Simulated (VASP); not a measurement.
# Fe (Fmmm) in VASP: a series of runs

Fe is run at these levels: r2SCAN; tasks: single point.

Everything below comes from runs of VASP 6.6.1. Logs are shortened: lines on timing, memory, paths and dates and some standing lists are left out, and cuts for length are marked.

## 1. The cell of the first run

It takes space group Fmmm (No. 69, orthorhombic). The conventional cell has a = 2.997 Å, b = 3.883 Å, c = 3.930 Å, α = 90.00°, β = 90.00°, γ = 90.00°. Within 3.2 Å of Fe (site symmetry mmm) lie 14 Fe at 2.45 to 3.00 Å.

## 2. Single point, r2SCAN, collinear spin, ferromagnetic start

Input file POSCAR:

```
Fe
1.0
   -1.4984397099      0.0000000000      1.9651051623
    1.4984397099      0.0000000000      1.9651051623
    0.0000000000      3.8834793812      0.0000000000
Fe
2
Direct
    0.0000000000      0.0000000000      0.0000000000
    0.5000000000      0.5000000000      0.5000000000
```

Input file INCAR.step1:

```
SYSTEM = Fe
  ALGO = Normal
  EDIFF = 1E-4
  ENCUT = 520
  GGA = PE
  ISMEAR = -1
  ISPIN = 2
  LASPH = .TRUE.
  LCHARG = .FALSE.
  LMAXMIX = 4
  LREAL = .FALSE.
  LWAVE = .TRUE.
  MAGMOM = 3 3
  NBANDS = 19
  NELM = 150
  PREC = Accurate
  SIGMA = 0.1
```

Input file INCAR.step2:

```
SYSTEM = Fe
  ALGO = Normal
  EDIFF = 1E-6
  ENCUT = 520
  ISIF = 2
  ISMEAR = -1
  ISPIN = 2
  ISTART = 1
  LASPH = .TRUE.
  LCHARG = .FALSE.
  LMAXMIX = 4
  LMIXTAU = .TRUE.
  LORBIT = 11
  LREAL = .FALSE.
  LWAVE = .FALSE.
  MAGMOM = 3 3
  METAGGA = R2SCAN
  NBANDS = 19
  NELM = 150
  PREC = Accurate
  SIGMA = 0.1
```

Input file KPOINTS:

```
k-points
0
G
  11 11 7
  0 0 0
```

Potentials or basis: VASP PAW PBE potentials, release 64 (Fe).

On the command line:

```
$ cat potpaw_PBE.64/Fe/POTCAR > POTCAR
$ cp INCAR.step1 INCAR
$ mpirun -np 1 vasp_std > vasp.out
$ cp INCAR.step2 INCAR
$ mpirun -np 1 vasp_std > vasp.out
```

OUTCAR:

```text
SYSTEM = Fe
   EDIFF = 1E-6
   ENCUT = 520
   ISIF = 2
   ISMEAR = -1
   ISPIN = 2
   ISTART = 1
   LASPH = .TRUE.
   LORBIT = 11
   LREAL = .FALSE.
   METAGGA = R2SCAN
   NELM = 150
   PREC = Accurate

 ion  position               nearest neighbor table
   1  0.000  0.000  0.000-   2 2.45   2 2.45   2 2.45   2 2.45   2 2.76   2 2.76   2 2.76   2 2.76

   2  0.500  0.500  0.500-   1 2.45   1 2.45   1 2.45   1 2.45   1 2.76   1 2.76   1 2.76   1 2.76

  LATTYP: Found a base centered orthorhombic cell.
 ALAT       =     2.9968794198
 B/A-ratio  =     1.3114342535
 C/A-ratio  =     1.2958410524

  Lattice vectors:

 A1 = (  -1.4984397099,   0.0000000000,  -1.9651051623)
 A2 = (  -1.4984397099,   0.0000000000,   1.9651051623)
 A3 = (   0.0000000000,   3.8834793812,   0.0000000000)

Analysis of symmetry for initial positions (statically):
=====================================================================
 Subroutine PRICEL returns following result:

  LATTYP: Found a face centered orthorhombic cell.
 ALAT       =     2.9968794198
 B/A-ratio  =     1.2958410524
 C/A-ratio  =     1.3114342535

  Lattice vectors:

 A1 = (   0.0000000000,   1.9417396906,  -1.9651051623)
 A2 = (  -1.4984397099,   0.0000000000,  -1.9651051623)
 A3 = (  -1.4984397099,   1.9417396906,   0.0000000000)

   2 primitive cells build up your supercell.

 Routine SETGRP: Setting up the symmetry group for a
 base centered orthorhombic supercell.

 Subroutine GETGRP returns: Found  8 space group operations
 (whereof  8 operations were pure point group operations)
 out of a pool of  8 trial point group operations.

The static configuration has the point symmetry D_2h.

Analysis of symmetry for dynamics (positions and initial velocities):
=====================================================================
 Subroutine PRICEL returns following result:

  LATTYP: Found a face centered orthorhombic cell.
 ALAT       =     2.9968794198
 B/A-ratio  =     1.2958410524
 C/A-ratio  =     1.3114342535

  Lattice vectors:

 A1 = (   0.0000000000,   1.9417396906,  -1.9651051623)
 A2 = (  -1.4984397099,   0.0000000000,  -1.9651051623)
 A3 = (  -1.4984397099,   1.9417396906,   0.0000000000)

   2 primitive cells build up your supercell.

 Routine SETGRP: Setting up the symmetry group for a
 base centered orthorhombic supercell.

 Subroutine GETGRP returns: Found  8 space group operations
 (whereof  8 operations were pure point group operations)
 out of a pool of  8 trial point group operations.

The dynamic configuration has the point symmetry D_2h.

Analysis of structural, dynamic, and magnetic symmetry:
=====================================================================
 Subroutine PRICEL returns following result:

  LATTYP: Found a face centered orthorhombic cell.
 ALAT       =     2.9968794198
 B/A-ratio  =     1.2958410524
 C/A-ratio  =     1.3114342535

  Lattice vectors:

 A1 = (   0.0000000000,   1.9417396906,  -1.9651051623)
 A2 = (  -1.4984397099,   0.0000000000,  -1.9651051623)
 A3 = (  -1.4984397099,   1.9417396906,   0.0000000000)

   2 primitive cells build up your supercell.

 Routine SETGRP: Setting up the symmetry group for a
 base centered orthorhombic supercell.

 Subroutine GETGRP returns: Found  8 space group operations
 (whereof  8 operations were pure point group operations)
 out of a pool of  8 trial point group operations.

The overall configuration has the point symmetry D_2h.

 Subroutine INISYM returns: Found  8 space group operations
 (whereof  8 operations are pure point group operations),
 and found     2 'primitive' translations

----------------------------------------------------------------------------------------

                                     Primitive cell

  volume of cell :      11.4353

  direct lattice vectors                    reciprocal lattice vectors
     0.000000000  1.941739691 -1.965105162     0.333680426  0.257501045 -0.254439309
    -1.498439710  0.000000000 -1.965105162    -0.333680426 -0.257501045 -0.254439309
    -1.498439710  1.941739691  0.000000000    -0.333680426  0.257501045  0.254439309

  length of vectors
     2.762605894  2.471226388  2.452687218     0.492329947  0.492329947  0.492329947

  position of ions in fractional coordinates (direct lattice)
     0.000000000  0.000000000  0.000000000

  ion indices of the primitive-cell ions
   primitive index   ion index
                 1           1

----------------------------------------------------------------------------------------

 KPOINTS: k-points

Automatic generation of k-mesh.
 Grid dimensions read from file:
 generate k-points for:   11   11    7

 Generating k-lattice:

  Cartesian coordinates                     Fractional coordinates (reciprocal lattice)
    -0.030334584  0.000000000  0.023130846     0.090909091  0.000000000  0.000000000
     0.030334584  0.000000000  0.023130846     0.000000000  0.090909091  0.000000000
     0.000000000  0.036785864  0.000000000     0.000000000  0.000000000  0.142857143

  Length of vectors
     0.038147386  0.038147386  0.036785864

  Shift w.r.t. Gamma in fractional coordinates (k-lattice)
     0.000000000  0.000000000  0.000000000

 Subroutine IBZKPT returns following result:
 ===========================================

 Found    144 irreducible k-points:

 Following reciprocal coordinates:
            Coordinates               Weight
  0.000000  0.000000  0.000000      1.000000
  0.090909 -0.000000  0.000000      4.000000
  0.181818  0.000000  0.000000      4.000000
  0.272727  0.000000  0.000000      4.000000
  0.363636 -0.000000  0.000000      4.000000
  0.454545  0.000000  0.000000      4.000000
[... 16 lines left out ...]
 -0.272727  0.181818  0.000000      4.000000
 -0.181818  0.181818  0.000000      2.000000
 [... further k-points ...]
   k-points           NKPTS =    144   k-points in BZ     NKDIM =    144   number of bands    NBANDS=     19
   number of dos      NEDOS =    301   number of ions     NIONS =      2
   total plane-waves  NPLWV =   9720
   dimension x,y,z NGX =    18 NGY =   18 NGZ =   30
   dimension x,y,z NGXF=    36 NGYF=   36 NGZF=   60
   ions per type =               2
   NGX,Y,Z   is equivalent  to a cutoff of  12.11, 12.11, 12.84 a.u.
   NGXF,Y,Z  is equivalent  to a cutoff of  24.22, 24.22, 25.69 a.u.
 SYSTEM =  Fe
   PREC   = accura    normal or accurate (medium, high low for compatibility)
   ISTART =      1    job   : 0-new  1-cont  2-samecut
   ICHARG =      0    charge: 1-file 2-atom 10-const
   ISPIN  =      2    spin polarized calculation?
   LNONCOLLINEAR =      F non collinear calculations
   LSORBIT =      F    spin-orbit coupling
   LASPH  =      T    aspherical Exc in radial PAW
   ENCUT  =  520.0 eV  38.22 Ry    6.18 a.u.   4.59  4.59  7.22*2*pi/ulx,y,z
   NELM   =    150;   NELMIN=  2; NELMDL=  0     # of ELM steps
   EDIFF  = 0.1E-05   stopping-criterion for ELM
   LREAL  =      F    real-space projection
[... 7 lines left out ...]
   TEBEG  =    0.0;   TEEND  =   0.0 temperature during run
   PSTRESS=    0.0 pullay stress
   NELECT =      16.0000    total number of electrons
   NUPDOWN=      -1.0000    fix difference up-down
   EMIN   =  10.00;   EMAX   =-10.00  energy-range for DOS
   EFERMI =   0.00;   METHOD = LEGACY
   ISMEAR =    -1;   SIGMA  =   0.10  broadening in eV -4-tet -1-fermi 0-gaus
   EFERMI_NEDOS =   21; number of points for ismear=-14 and -15
   IALGO  =     38    algorithm
   IMIX   =      4    mixing-type and parameters
     AMIX     =   0.40;   BMIX     =  1.00
     AMIX_MAG =   1.60;   BMIX_MAG =  1.00
  volume/ion in A,a.u.               =      11.44        77.17
  Fermi-wavevector in a.u.,A,eV,Ry     =   1.453303  2.746344 28.736719  2.112089
  Thomas-Fermi vector in A             =   2.570585
   LORBIT       =     11    0 simple, 1 ext, 2 COOP (PROOUT), +10 PAW based schemes
   METAGGA = R2SCAN    functional components
   LHFCALC =     F    Hartree Fock is set to
   AEXX    =    0.0000 exact exchange contribution
   IVDW    =     0    specifies the selected vdW correction
   LEPSILON=     F    determine dielectric tensor
   LRPA    =     F    only Hartree local field effects (RPA)
 spin polarized calculation
  energy-cutoff  :      520.00
  volume of cell :       22.87
 maximum number of plane-waves:       653
   NGX =  9   NGY =  9   NGZ = 15

 number of electron      16.0000010 magnetization       5.2270682

 Free energy of the ion-electron system (eV)
  ---------------------------------------------------
  ext. energy  EPLUGINS =         0.00000000
  ---------------------------------------------------
  free energy    TOTEN  =       -28.71317150 eV

  energy without entropy =      -28.66713246  energy(sigma->0) =      -28.69015198

 E-fermi :   5.7536     XC(G=0): -14.2029

 val. band max:        5.7517807552   @ k =   0.2727   0.1818   0.1429
 cond. band min:       5.7548033601   @ k =   0.0000   0.0000   0.0000
 fundamental gap:      0.0030226049
 Fermi energy:         5.7536069374

 spin component 1

 k-point     1 :       0.0000    0.0000    0.0000
  band No.  band energies     occupation
      1      -2.9166      1.00000
      2       0.2312      1.00000
      3       1.3448      1.00000
      4       2.5761      1.00000
      5       2.6515      1.00000
      6       2.9456      1.00000
[... 505 lines left out ...]
      6       2.9524      1.00000
[... 11 lines left out ...]
     18      26.5991      0.00000
     19      28.8615      0.00000

 [... further k-points ...]

 spin component 2

 k-point     1 :       0.0000    0.0000    0.0000
  band No.  band energies     occupation
      1      -3.4939      1.00000
      2       2.2100      1.00000
      3       4.0875      1.00000
      4       5.7548      0.49701
      5       5.9258      0.15163
      6       6.4475      0.00097
[... 505 lines left out ...]
      6       6.1819      0.01361
[... 11 lines left out ...]
     18      27.7141      0.00000
     19      29.6043      0.00000

 [... further k-points ...]

------------------------ aborting loop because EDIFF is reached ----------------------------------------

  FORCE on cell =-STRESS in cart. coord.  units (eV):
  Direction    XX          YY          ZZ          XY          YZ          ZX
  --------------------------------------------------------------------------------------
  -------------------------------------------------------------------------------------
  Total        0.2387821      1.1407217      0.9243405      0.0000000      0.0000000     -0.0000000
  in kB       16.7277050     79.9124062     64.7539845      0.0000000      0.0000000     -0.0000000
  external PRESSURE =      53.7980319 kB  Pullay stress =       0.0000000 kB

 VOLUME and BASIS-vectors are now :
 -----------------------------------------------------------------------------
  energy-cutoff  :      520.00
  volume of cell :       22.87
      direct lattice vectors                 reciprocal lattice vectors
    -1.498439710  0.000000000  1.965105162    -0.333680426  0.000000000  0.254439309
     1.498439710  0.000000000  1.965105162     0.333680426  0.000000000  0.254439309
     0.000000000  3.883479381  0.000000000     0.000000000  0.257501045  0.000000000

 POSITION                                       TOTAL-FORCE (eV/Angst)
 -----------------------------------------------------------------------------------
      0.00000      0.00000      0.00000         0.000000     -0.000000      0.000000
      0.00000      1.94174      1.96511        -0.000000      0.000000     -0.000000
 -----------------------------------------------------------------------------------
    total drift:                               -0.000000     -0.000000     -0.000000

  FREE ENERGIE OF THE ION-ELECTRON SYSTEM (eV)
  ---------------------------------------------------
  free  energy   TOTEN  =       -28.7131715009 eV

  energy  without entropy=      -28.6671324580  energy(sigma->0) =      -28.69015198

 total charge

# of ion       s       p       d       tot
------------------------------------------
    1        0.492   0.571   6.200   7.262
    2        0.492   0.571   6.200   7.262
--------------------------------------------------
tot          0.983   1.141  12.400  14.525

 magnetization (x)

# of ion       s       p       d       tot
------------------------------------------
    1       -0.013  -0.111   2.792   2.668
    2       -0.013  -0.111   2.792   2.668
--------------------------------------------------
tot         -0.026  -0.222   5.584   5.335
```

Run time: 3.7 min. Hardware: 1 thread of Intel Xeon 6975P-C (Granite Rapids), shared host; peak memory 0.2 GiB.

What came out:

* Free energy: -28.7132 eV
* Pressure: 5.4 GPa
* Net moment: 5.23 μB per cell
* Site moments: Fe +2.67 μB
* Valence electrons inside the program's atomic spheres: Fe 7.26

Stress tensor (GPa, compression positive):
```
1.67 0.00 0.00
0.00 7.99 0.00
0.00 0.00 6.48
```

Caveat: the cell stands under pressure; the PAW data sets were made with another functional, which shifts forces and pressure a little.

## 3. Single point, r2SCAN

POSCAR is that of step 2.

Input file INCAR.step1:

```
ALGO     = Normal         # electronic algorithm
EDIFF    = 1E-4           # SCF threshold, eV
ENCUT    = 520            # plane-wave cutoff, eV
GGA      = PE             # functional
ISMEAR   = -1             # smearing method
LASPH    = T              # aspherical terms in the spheres
LCHARG   = F              # write CHGCAR
LREAL    = F              # projectors in reciprocal space
LWAVE    = T              # write WAVECAR
NBANDS   = 15             # bands
NELM     = 100            # most SCF steps
PREC     = Accurate       # precision mode
SIGMA    = 0.1            # smearing width, eV
```

Input file INCAR.step2:

```
ALGO     = Normal         # electronic algorithm
EDIFF    = 1E-7           # SCF threshold, eV
ENCUT    = 520            # plane-wave cutoff, eV
ISIF     = 2              # what is computed and relaxed
ISMEAR   = -1             # smearing method
ISTART   = 1            
LASPH    = T              # aspherical terms in the spheres
LCHARG   = F              # write CHGCAR
LMIXTAU  = T            
LREAL    = F              # projectors in reciprocal space
LWAVE    = F              # write WAVECAR
METAGGA  = R2SCAN         # meta-GGA
NBANDS   = 15             # bands
NELM     = 100            # most SCF steps
PREC     = Accurate       # precision mode
SIGMA    = 0.1            # smearing width, eV
```

Input file KPOINTS:

```
k-points
0
Gamma
  11 11 7
```

Potentials or basis: VASP PAW PBE potentials, release 64 (Fe).

On the command line:

```
$ cat potpaw_PBE.64/Fe/POTCAR > POTCAR
$ cp INCAR.step1 INCAR
$ mpirun -np 1 vasp_std > vasp.out
$ cp INCAR.step2 INCAR
$ mpirun -np 1 vasp_std > vasp.out
```

Wall time 81 s (1 thread of Intel Xeon 6975P-C (Granite Rapids), shared host); peak memory 0.16 GiB.

It converged, with:

```
Free energy            : -26.5425 eV
Pressure               : -26.7 GPa
Band gap on the k mesh : zero (bands 8 and 9 overlap by 1.62 eV)
```

Stress tensor (GPa, compression positive):
```
-14.57   0.00   0.00
  0.00 -31.39   0.00
  0.00   0.00 -34.10
```

Levels at points of the mesh, in eV from the Fermi level:
```
           k point  band 5  band 6  band 7  band 8  band 9  band 10  band 11  band 12
(0.00, 0.00, 0.00)   -1.75   -1.34   -0.26    0.23    0.27     0.40     1.02     1.21
```

Caveat: the cell stands under tension; the PAW data sets were made with another functional, which shifts forces and pressure a little; the run has no spin polarisation, though such a crystal can be magnetic.
